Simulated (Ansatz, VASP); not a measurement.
SiGe in VASP and in Ansatz

The input INCAR:

```
ALGO     = Normal         # electronic algorithm
EDIFF    = 1E-6           # SCF threshold, eV
ENCUT    = 520            # plane-wave cutoff, eV
GGA      = PS             # functional
ISIF     = 2              # what is computed and relaxed
ISMEAR   = 0              # smearing method
LASPH    = True           # aspherical terms in the spheres
LCHARG   = False          # write CHGCAR
LREAL    = False          # projectors in reciprocal space
LWAVE    = False          # write WAVECAR
NBANDS   = 26             # bands
NELM     = 60             # most SCF steps
PREC     = Accurate       # precision mode
SIGMA    = 0.03           # smearing width, eV
```

File KPOINTS:

```
k-points
0
Gamma
  12 12 6
```

File POSCAR:

```
SiGe
1.0
    3.9004653870      0.0000000000      0.0000000000
   -1.9502326935      3.3779021117      0.0000000000
    0.0000000000      0.0000000000      6.4431565742
Si Ge
2 2
Direct
    0.6666666667      0.3333333333      0.8745463082
    0.3333333333      0.6666666667      0.3745463082
    0.6666666667      0.3333333333      0.4771721773
    0.3333333333      0.6666666667     -0.0228278227
```

Input for Ansatz:

```yaml
crystal:
  lattice:
    - [3.900465387, 0.0, 0.0]
    - [-1.9502326935, 3.3779021117, 0.0]
    - [0.0, 0.0, 6.4431565742]
  atoms:
    - { symbol: Si, position: [0.6666666667, 0.3333333333, 0.8745463082] }
    - { symbol: Si, position: [0.3333333333, 0.6666666667, 0.3745463082] }
    - { symbol: Ge, position: [0.6666666667, 0.3333333333, 0.4771721773] }
    - { symbol: Ge, position: [0.3333333333, 0.6666666667, -0.0228278227] }
basis:
  ecutwfc: 420
kpoints:
  mp_grid: { grid: [12, 12, 6] }
hamiltonian:
  xc: pbesol
  pseudopotentials: { kind: paw, azcp: { folder: soft_1 } }
scf:
  occupations: { method: gaussian, width: 0.03 }
output:
  forces: true
  stress: true
  eigenvalues: true
```

Alike in both runs: task single point; functional PBEsol; k mesh 12 × 12 × 6; occupations gaussian, width 0.03 eV; no spin polarisation.

|  | VASP | Ansatz |
| --- | --- | --- |
| version | VASP 6.6.1 | Ansatz 0.2.0 |
| potentials or method | VASP PAW PBE potentials, release 64 (Si, Ge_d), cutoff 520 eV | scalar-relativistic, plane waves, PAW |
| valence electrons in the cell | 36 | 36 |

|  | VASP | Ansatz | Ansatz less VASP |
| --- | --- | --- | --- |
| gap on the k mesh at the Fermi level (eV) | none | none | - |
| pressure (GPa) | 0.8 | 0.8 | +0.01 |
| traceless stress, the component that is largest in VASP (GPa) | -4.88 | -4.90 | -0.017 |
| rms of the force components (eV/Å) | 0.800 | 0.802 | +0.0020 |

VASP's potentials were made for PBE, not for PBEsol, and Ansatz warns of the same on its side. Atom by atom the forces differ by 0.002 eV/Å (rms over components). A gap of «none» marks a metal or a gap that the smearing closes.
